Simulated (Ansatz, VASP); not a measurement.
**ZnS in VASP and in Ansatz**

```
Zn S
1.0
     0.00000    2.77535    2.69451
     2.77535    0.00000    2.69451
     2.77535    2.77535    0.00000
Zn S
1 1
Direct
  0.00000 0.00000 0.00000
  0.75000 0.75000 0.75000
```

Change from the starting cell: strain +0.030 along x and y, +0.000 along z, atoms carried along.

Alike in both runs: task single point; functional r2SCAN; k mesh 8 × 8 × 8; occupations gaussian, width 0.05 eV; no spin polarisation.

|  | VASP | Ansatz |
| --- | --- | --- |
| version | VASP 6.6.1 | Ansatz 0.2.0 |
| potentials or method | VASP PAW PBE potentials, release 64 (Zn, S), cutoff 520 eV | scalar-relativistic, plane waves, PAW |
| valence electrons in the cell | 18 | 18 |

|  | VASP | Ansatz | Ansatz less VASP |
| --- | --- | --- | --- |
| gap on the k mesh at the Fermi level (eV) | 2.37 | 2.37 | -0.007 |
| least direct gap on the mesh (eV) | 2.37 | 2.37 | -0.007 |
| pressure (GPa) | -4.0 | -4.1 | -0.05 |
| traceless stress, the component that is largest in VASP (GPa) | 0.81 | 0.84 | +0.023 |

VASP's potentials were made for PBE, not for r2SCAN.
